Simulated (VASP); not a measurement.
# La7Ge8 (a cell with a defect) in VASP: single point with PBEsol

Aim: the single point of La7Ge8 (a cell with a defect) with PBEsol.

Everything below comes from runs of VASP 6.6.1. Logs are shortened: lines on timing, memory, paths and dates and some standing lists are left out, and cuts for length are marked.

### 1 The cell of the first run

The cell holds a defect, 15 atoms: a = 9.242 Å, b = 7.349 Å, c = 6.837 Å, α = 90.00°, β = 90.00°, γ = 71.68°.

### 2 Single point, PBEsol

INCAR

```
ALGO = Normal ; EDIFF = 1E-6
ENCUT = 520 ; GGA = PS
ISIF = 2 ; ISMEAR = 1
LASPH = True ; LCHARG = True
LELF = True ; LREAL = Auto
LVHAR = True ; LWAVE = False
NBANDS = 108 ; NELM = 80
PREC = Accurate ; SIGMA = 0.15
```

KPOINTS

```
k-points
0
Gamma
  2 2 2
```

POSCAR

```
La7Ge8
1.0
    9.2417360000      0.0000000000      0.0000000000
    2.3104340000     -6.9764050000      0.0000000000
    0.0000000000      0.0000000000     -6.8365330000
Ge La
8 7
Direct
    0.2069777831      0.1746909762      0.4568458896
    0.3006533647      0.7899269036      0.9548167178
    0.3023194017      0.8005962957      0.5429329457
    0.2246499583      0.1592758735      0.0798085813
    0.6969858405      0.1958938737      0.4571104974
    0.8049418663      0.8078325441      0.9371933113
    0.7962668840      0.8350438370      0.5658863930
    0.6891509003      0.1805878529      0.0736753556
    0.0165976602      0.9207498705      0.2575172240
    0.4730178393      0.0932971925      0.7571122673
    0.1064513483      0.5790473747      0.7289987483
    0.3847508982      0.4371922215      0.2503654996
    0.5373747826      0.8799109283      0.2525045955
    0.9414481770      0.2357831863      0.8376833696
    0.6052825074      0.5658252352      0.7352212006
```

Potentials or basis: VASP PAW PBE potentials, release 64 (Ge_d, La).

Started as:

```
> cat potpaw_PBE.64/Ge_d/POTCAR potpaw_PBE.64/La/POTCAR > POTCAR
> mpirun -np 1 vasp_std > vasp.out
```

OUTCAR:

```text
EDIFF = 1E-6
   ENCUT = 520
   GGA = PS
   ISIF = 2
   ISMEAR = 1
   LASPH = True
   LREAL = Auto
   NELM = 80
   PREC = Accurate

 ion  position               nearest neighbor table
   1  0.207  0.175  0.457-   4 2.58   3 2.68  10 3.11  12 3.23   9 3.24
   2  0.301  0.790  0.955-   4 2.72   3 2.82  11 3.12  15 3.16  12 3.18  13 3.21   9 3.24
   3  0.302  0.801  0.543-   1 2.68   2 2.82  11 3.07  15 3.08  13 3.13   9 3.18  12 3.23
   4  0.225  0.159  0.080-   1 2.58   2 2.72  14 3.00  12 3.10  10 3.11  13 3.20   9 3.22
   5  0.697  0.196  0.457-   8 2.63   7 2.63  10 3.17  12 3.20  15 3.21
   6  0.805  0.808  0.937-   7 2.55   8 2.77  11 3.11  13 3.20   9 3.21  15 3.25
   7  0.796  0.835  0.566-   6 2.55   5 2.63  11 3.10   9 3.13  13 3.15  15 3.25  10 3.27
   8  0.689  0.181  0.074-   5 2.63   6 2.77  14 2.97  12 3.10  10 3.14  13 3.21   9 3.28
   9  0.017  0.921  0.258-   7 3.13   3 3.18   6 3.21   4 3.22   1 3.24   2 3.24   8 3.28  14 3.62

  10  0.473  0.093  0.757-   4 3.11   1 3.11   8 3.14   5 3.17   7 3.27  15 3.68
  11  0.106  0.579  0.729-   3 3.07   7 3.10   6 3.11   2 3.12  14 3.41
  12  0.385  0.437  0.250-   8 3.10   4 3.10   2 3.18   5 3.20   1 3.23   3 3.23
  13  0.537  0.880  0.253-   3 3.13   7 3.15   6 3.20   4 3.20   2 3.21   8 3.21
  14  0.941  0.236  0.838-   8 2.97   4 3.00  15 3.36  11 3.41   9 3.62
  15  0.605  0.566  0.735-   3 3.08   2 3.16   5 3.21   6 3.25   7 3.25  14 3.36  10 3.68

  LATTYP: Found a simple monoclinic cell.
 ALAT       =     7.3490361268
 B/A-ratio  =     0.9302625381
 C/A-ratio  =     1.2575439609
 COS(beta)  =    -0.3143859902

  Lattice vectors:

 A1 = (   2.3104340000,  -6.9764050000,   0.0000000000)
 A2 = (   0.0000000000,   0.0000000000,   6.8365330000)
 A3 = (  -9.2417360000,   0.0000000000,   0.0000000000)

Analysis of symmetry for initial positions (statically):
=====================================================================
 Subroutine PRICEL returns:
 Original cell was already a primitive cell.

 Routine SETGRP: Setting up the symmetry group for a
 simple monoclinic supercell.

 Subroutine GETGRP returns: Found  1 space group operations
 (whereof  1 operations were pure point group operations)
 out of a pool of  4 trial point group operations.

The static configuration has the point symmetry C_1 .

Analysis of symmetry for dynamics (positions and initial velocities):
=====================================================================
 Subroutine PRICEL returns:
 Original cell was already a primitive cell.

 Routine SETGRP: Setting up the symmetry group for a
 simple monoclinic supercell.

 Subroutine GETGRP returns: Found  1 space group operations
 (whereof  1 operations were pure point group operations)
 out of a pool of  4 trial point group operations.

The dynamic configuration has the point symmetry C_1 .

 Subroutine INISYM returns: Found  1 space group operations
 (whereof  1 operations are pure point group operations),
 and found     1 'primitive' translations

----------------------------------------------------------------------------------------

                                     Primitive cell

  volume of cell :     440.7793

  direct lattice vectors                    reciprocal lattice vectors
     9.241736000  0.000000000  0.000000000     0.108204779  0.035835076  0.000000000
     2.310434000 -6.976405000  0.000000000     0.000000000 -0.143340302  0.000000000
     0.000000000  0.000000000 -6.836533000     0.000000000  0.000000000 -0.146272972

  length of vectors
     9.241736000  7.349036127  6.836533000     0.113984327  0.143340302  0.146272972

  position of ions in fractional coordinates (direct lattice)
     0.206977783  0.174690976  0.456845890
     0.300653365  0.789926904  0.954816718
     0.302319402  0.800596296  0.542932946
     0.224649958  0.159275874  0.079808581
     0.696985840  0.195893874  0.457110497
     0.804941866  0.807832544  0.937193311
     0.796266884  0.835043837  0.565886393
     0.689150900  0.180587853  0.073675356
     0.016597660  0.920749871  0.257517224
     0.473017839  0.093297193  0.757112267
     0.106451348  0.579047375  0.728998748
     0.384750898  0.437192221  0.250365500
     0.537374783  0.879910928  0.252504595
     0.941448177  0.235783186  0.837683370
     0.605282507  0.565825235  0.735221201

  ion indices of the primitive-cell ions
   primitive index   ion index
                 1           1
                 2           2
                 3           3
                 4           4
                 5           5
                 6           6
                 7           7
                 8           8
                 9           9
                10          10
                11          11
                12          12
                13          13
                14          14
                15          15

----------------------------------------------------------------------------------------

 KPOINTS: k-points

Automatic generation of k-mesh.
 Grid dimensions read from file:
 generate k-points for:    2    2    2

 Generating k-lattice:

  Cartesian coordinates                     Fractional coordinates (reciprocal lattice)
     0.054102389  0.017917538  0.000000000     0.500000000  0.000000000  0.000000000
     0.000000000 -0.071670151  0.000000000     0.000000000  0.500000000  0.000000000
     0.000000000  0.000000000 -0.073136486     0.000000000  0.000000000  0.500000000

  Length of vectors
     0.056992163  0.071670151  0.073136486

  Shift w.r.t. Gamma in fractional coordinates (k-lattice)
     0.000000000  0.000000000  0.000000000

 Subroutine IBZKPT returns following result:
 ===========================================

 Found      8 irreducible k-points:

 Following reciprocal coordinates:
            Coordinates               Weight
  0.000000  0.000000  0.000000      1.000000
  0.500000  0.000000  0.000000      1.000000
  0.000000  0.500000  0.000000      1.000000
  0.500000  0.500000  0.000000      1.000000
  0.000000  0.000000  0.500000      1.000000
  0.500000  0.000000  0.500000      1.000000
  0.000000  0.500000  0.500000      1.000000
  0.500000  0.500000  0.500000      1.000000
   k-points           NKPTS =      8   k-points in BZ     NKDIM =      8   number of bands    NBANDS=    108
   number of dos      NEDOS =    301   number of ions     NIONS =     15
   total plane-waves  NPLWV = 211680
   dimension x,y,z NGX =    70 NGY =   56 NGZ =   54
   dimension x,y,z NGXF=   140 NGYF=  112 NGZF=  108
   ions per type =               8   7
   NGX,Y,Z   is equivalent  to a cutoff of  12.59, 12.67, 13.13 a.u.
   NGXF,Y,Z  is equivalent  to a cutoff of  25.18, 25.34, 26.26 a.u.
 SYSTEM =  unknown system
   PREC   = accura    normal or accurate (medium, high low for compatibility)
   ISTART =      0    job   : 0-new  1-cont  2-samecut
   ICHARG =      2    charge: 1-file 2-atom 10-const
   ISPIN  =      1    spin polarized calculation?
   LNONCOLLINEAR =      F non collinear calculations
   LSORBIT =      F    spin-orbit coupling
   LASPH  =      T    aspherical Exc in radial PAW
   ENCUT  =  520.0 eV  38.22 Ry    6.18 a.u.  17.18 13.66 12.71*2*pi/ulx,y,z
   NELM   =     80;   NELMIN=  2; NELMDL= -5     # of ELM steps
   EDIFF  = 0.1E-05   stopping-criterion for ELM
   LREAL  =      T    real-space projection
   EDIFFG = 0.1E-04   stopping-criterion for IOM
   NSW    =      0    number of steps for IOM
   IBRION =     -1    ionic relax: 0-MD 1-quasi-New 2-CG
   NFREE  =      0    steps in history (QN), initial steepest desc. (CG)
   ISIF   =      2    stress and relaxation
   ISYM   =      2    0-nonsym 1-usesym 2-fastsym
   POTIM  = 0.5000    time-step for ionic-motion
   TEBEG  =    0.0;   TEEND  =   0.0 temperature during run
   PSTRESS=    0.0 pullay stress
   NELECT =     189.0000    total number of electrons
   NUPDOWN=      -1.0000    fix difference up-down
   EMIN   =  10.00;   EMAX   =-10.00  energy-range for DOS
   EFERMI =   0.00;   METHOD = LEGACY
   ISMEAR =     1;   SIGMA  =   0.15  broadening in eV -4-tet -1-fermi 0-gaus
   EFERMI_NEDOS =   21; number of points for ismear=-14 and -15
   IALGO  =     38    algorithm
   IMIX   =      4    mixing-type and parameters
     AMIX     =   0.40;   BMIX     =  1.00
     AMIX_MAG =   1.60;   BMIX_MAG =  1.00
  volume/ion in A,a.u.               =      29.39       198.30
  Fermi-wavevector in a.u.,A,eV,Ry     =   1.234492  2.332852 20.734887  1.523971
  Thomas-Fermi vector in A             =   2.369180
   LORBIT       =      0    0 simple, 1 ext, 2 COOP (PROOUT), +10 PAW based schemes
   GGA     = PS    functional components
   LHFCALC =     F    Hartree Fock is set to
   AEXX    =    0.0000 exact exchange contribution
   IVDW    =     0    specifies the selected vdW correction
   LEPSILON=     F    determine dielectric tensor
   LRPA    =     F    only Hartree local field effects (RPA)
 non-spin polarized calculation
 Methfessel and Paxton  Order N= 1 SIGMA  =   0.15
  energy-cutoff  :      520.00
  volume of cell :      440.78
 maximum number of plane-waves:     11910
 NGX is ok and might be reduce to    70
   NGX = 35   NGY = 27   NGZ = 25

 number of electron     189.0000029 magnetization

 Free energy of the ion-electron system (eV)
  ---------------------------------------------------
  ext. energy  EPLUGINS =         0.00000000
  ---------------------------------------------------
  free energy    TOTEN  =       -86.09105439 eV

  energy without entropy =      -86.07382063  energy(sigma->0) =      -86.08530981

 E-fermi :   6.4585     XC(G=0):  -9.8272

 val. band max:        6.4512579236   @ k =   0.0000   0.0000   0.5000
 cond. band min:       6.4864620992   @ k =   0.5000   0.0000   0.0000
 fundamental gap:      0.0352041756
 Fermi energy:         6.4585439559

 k-point     1 :       0.0000    0.0000    0.0000
  band No.  band energies     occupation
      1     -26.7692      2.00000
      2     -26.4314      2.00000
      3     -26.3489      2.00000
      4     -26.3029      2.00000
      5     -26.2214      2.00000
      6     -26.2074      2.00000
[... 98 lines left out ...]
    105       7.7677     -0.00000
    106       7.8126     -0.00000

 k-point     2 :       0.5000    0.0000    0.0000
  band No.  band energies     occupation
      1     -26.7690      2.00000
      2     -26.4323      2.00000
      3     -26.3480      2.00000
      4     -26.3029      2.00000
      5     -26.2218      2.00000
      6     -26.2071      2.00000
[... 646 lines left out ...]
 k-point     8 :       0.5000    0.5000    0.5000
  band No.  band energies     occupation
      1     -26.7681      2.00000
      2     -26.4317      2.00000
      3     -26.3400      2.00000
      4     -26.3022      2.00000
      5     -26.2219      2.00000
      6     -26.1871      2.00000
[... 98 lines left out ...]
    105       7.6298     -0.00000
    106       7.7904     -0.00000
 [bands above 106 left out]

------------------------ aborting loop because EDIFF is reached ----------------------------------------

  FORCE on cell =-STRESS in cart. coord.  units (eV):
  Direction    XX          YY          ZZ          XY          YZ          ZX
  --------------------------------------------------------------------------------------
  -------------------------------------------------------------------------------------
  Total       -8.0690747    -12.2072491     -7.2026955      0.4673462     -3.6612900      0.7205832
  in kB      -29.3300742    -44.3718190    -26.1808943      1.6987449    -13.3083297      2.6192293
  external PRESSURE =     -33.2942625 kB  Pullay stress =       0.0000000 kB

 VOLUME and BASIS-vectors are now :
 -----------------------------------------------------------------------------
  energy-cutoff  :      520.00
  volume of cell :      440.78
      direct lattice vectors                 reciprocal lattice vectors
     9.241736000  0.000000000  0.000000000     0.108204779  0.035835076  0.000000000
     2.310434000 -6.976405000  0.000000000     0.000000000 -0.143340302  0.000000000
     0.000000000  0.000000000 -6.836533000     0.000000000  0.000000000 -0.146272972

 POSITION                                       TOTAL-FORCE (eV/Angst)
 -----------------------------------------------------------------------------------
      2.31645     -1.21871     -3.12324        -0.015918     -0.016483     -0.058569
      4.60363     -5.51085     -6.52764         0.005559     -0.030626     -0.080817
      4.64368     -5.58528     -3.71178         0.019336      0.005253     -0.025731
      2.44415     -1.11117     -0.54561        -0.077842     -0.124562     -0.026898
      6.89396     -1.36663     -3.12505        -0.016286     -0.053311     -0.093714
      9.30550     -5.63577     -6.40715         0.045566     -0.065786     -0.056110
      9.28820     -5.82560     -3.86870         0.023775     -0.015869     -0.049700
      6.78619     -1.25985     -0.50368         0.066449     -0.168127     -0.097645
      2.28072     -6.42352     -1.76052        -0.011523     -0.028950     -0.102250
      4.58706     -0.65088     -5.17602         0.012936     -0.061938     -0.068131
      2.32165     -4.03967     -4.98382         0.025843     -0.076791     -0.075554
      4.56587     -3.05003     -1.71163        -0.005733     -0.067307     -0.073356
      6.99925     -6.13861     -1.72626        -0.003367     -0.096252     -0.059851
      9.24538     -1.64492     -5.72685        -0.053614      0.879248      0.910750
      6.90116     -3.94743     -5.02636        -0.015181     -0.078498     -0.042425
 -----------------------------------------------------------------------------------
    total drift:                                0.001137      0.001509     -0.003040

  FREE ENERGIE OF THE ION-ELECTRON SYSTEM (eV)
  ---------------------------------------------------
  free  energy   TOTEN  =       -86.0910543910 eV

  energy  without entropy=      -86.0738206344  energy(sigma->0) =      -86.08530981
```

It took 47 min on 1 thread of AMD EPYC 7R13, shared host; peak memory 0.59 GiB.

Results:

```
Free energy            : -86.0911 eV
Pressure               : -3.3 GPa
Largest force          : 1.267 eV/Å
Band gap on the k mesh : zero (an odd number of electrons rules out a gap without spin polarisation)
```

Forces in eV/Å, atoms in the order of the input:
```
Ge  -0.016 -0.016 -0.059
Ge   0.006 -0.031 -0.081
Ge   0.019  0.005 -0.026
Ge  -0.078 -0.125 -0.027
Ge  -0.016 -0.053 -0.094
Ge   0.046 -0.066 -0.056
Ge   0.024 -0.016 -0.050
Ge   0.066 -0.168 -0.098
La  -0.012 -0.029 -0.102
La   0.013 -0.062 -0.068
La   0.026 -0.077 -0.076
La  -0.006 -0.067 -0.073
La  -0.003 -0.096 -0.060
La  -0.054  0.879  0.911
La  -0.015 -0.078 -0.042
```

Stress tensor (GPa, compression positive):
```
-2.93  0.17  0.26
 0.17 -4.44 -1.33
 0.26 -1.33 -2.62
```

Caveat: the k points lie up to 0.46 Å⁻¹ apart, too coarse for converged energies and pressures of a metal; the PAW data sets were made with another functional, which shifts forces and pressure a little; spin-orbit coupling is left out, which moves the levels of the heavy elements; an odd number of electrons without spin polarisation forces a metal; a magnetic or distorted state may lie lower.

The gap in the log of VASP goes by the Fermi energy; the results here count the filled bands.